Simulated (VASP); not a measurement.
Write the native input for VASP 6.6.1 that does the following.

```
Task                   : single point
Functional             : PBE
Potentials or basis    : VASP PAW PBE potentials, release 64 (Bi_d)
Cutoff                 : 520 eV
k mesh                 : 11 × 11 × 11
Occupations            : fermi-dirac, width 0.03 eV
Spin                   : no spin polarisation
Dipole correction      : no
Further INCAR settings : ALGO = Normal; EDIFF = 1e-07; NBANDS = 22
```

The structure of Bi lies in POSCAR:

```
Bi
1.0
    2.2422797007      1.2945807888      3.9005610168
   -2.2422797007      1.2945807888      3.9005610168
    0.0000000000     -2.5891615775      3.9005610168
Bi
2
Direct
    0.2338900000      0.2338900000      0.2338900000
    0.7661100000      0.7661100000      0.7661100000
```

The input as run:

INCAR

```
SYSTEM = Bi
PREC = Accurate ; ENCUT = 520
EDIFF = 1E-7 ; ISMEAR = -1
SIGMA = 0.03 ; LREAL = .FALSE.
LASPH = .TRUE. ; NELM = 60
ALGO = Normal ; ISIF = 2
LWAVE = .FALSE. ; LCHARG = .FALSE.
GGA = PE ; NBANDS = 22
```

KPOINTS

```
regular mesh
0
G
  11 11 11
  0 0 0
```

Potentials or basis: VASP PAW PBE potentials, release 64 (Bi_d).

The run is started by

```bash
$ cat potpaw_PBE.64/Bi_d/POTCAR > POTCAR
$ mpirun -np 1 vasp_std > vasp.out
```

Results of the run:

```yaml
Pressure: 4.0 GPa
Largest_force: 0.400 eV/Å
Band_gap_on_the_k_mesh: zero (bands 15 and 16 overlap by 0.06 eV)
```

Caveat: the cell stands under pressure; spin-orbit coupling is left out, which moves the levels of the heavy elements.

Run time: 3.7 min on 1 thread of Intel Xeon 8259CL, on a shared host, peak memory 0.32 GiB.
